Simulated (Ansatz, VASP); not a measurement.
**In in VASP and in Ansatz**

The input INCAR:

```
PREC = Accurate
ENCUT = 520
EDIFF = 1E-6
ISMEAR = -1
SIGMA = 0.1
LREAL = False
LASPH = True
NELM = 80
ALGO = Normal
ISIF = 2
LWAVE = False
LCHARG = True
GGA = PE
LELF = True
LVHAR = True
NBANDS = 20
```

The input KPOINTS:

```
regular mesh
0
Gamma
  11 11 11
```

Contents of POSCAR:

```
In
1.0
    0.0000000000      2.5831802847      2.5831802847
    2.5831802847      0.0000000000      2.5831802847
    2.5831802847      2.5831802847      0.0000000000
In
2
Direct
   -0.1250000000     -0.1250000000     -0.1250000000
    0.1250000000      0.1250000000      0.1250000000
```

Input for Ansatz:

```yaml
crystal:
  lattice:
    - [0.0, 2.5831802847, 2.5831802847]
    - [2.5831802847, 0.0, 2.5831802847]
    - [2.5831802847, 2.5831802847, 0.0]
  atoms:
    - { symbol: In, position: [-0.125, -0.125, -0.125] }
    - { symbol: In, position: [0.125, 0.125, 0.125] }
kpoints:
  mp_grid: { grid: [11, 11, 11] }
scf:
  occupations: { method: fermi_dirac, width: 0.1 }
hamiltonian:
  xc: pbe
  pseudopotentials: { kind: all_electron, lapw: { basis_error: 0.001 } }
output:
  forces: true
  stress: true
  eigenvalues: true
  populations: true
```

Change from the starting cell: volume scaled by 0.45, LAPW.

Alike in both runs: task single point; functional PBE; k mesh 11 × 11 × 11; occupations fermi-dirac, width 0.1 eV; no spin polarisation.

|  | VASP | Ansatz |
| --- | --- | --- |
| version | VASP 6.6.1 | Ansatz 0.2.0 |
| potentials or method | VASP PAW PBE potentials, release 64 (In_d), cutoff 520 eV | all-electron LAPW, scalar-relativistic |

|  | VASP | Ansatz | Ansatz less VASP |
| --- | --- | --- | --- |
| pressure (GPa) | 130.1 | 129.6 | -0.46 |

Both programs put the cell under a high pressure, so it lies far from rest at this level. Ansatz ran all-electron here, and VASP with PAW potentials.

Noted on VASP's run: the cell as given lies far from equilibrium.
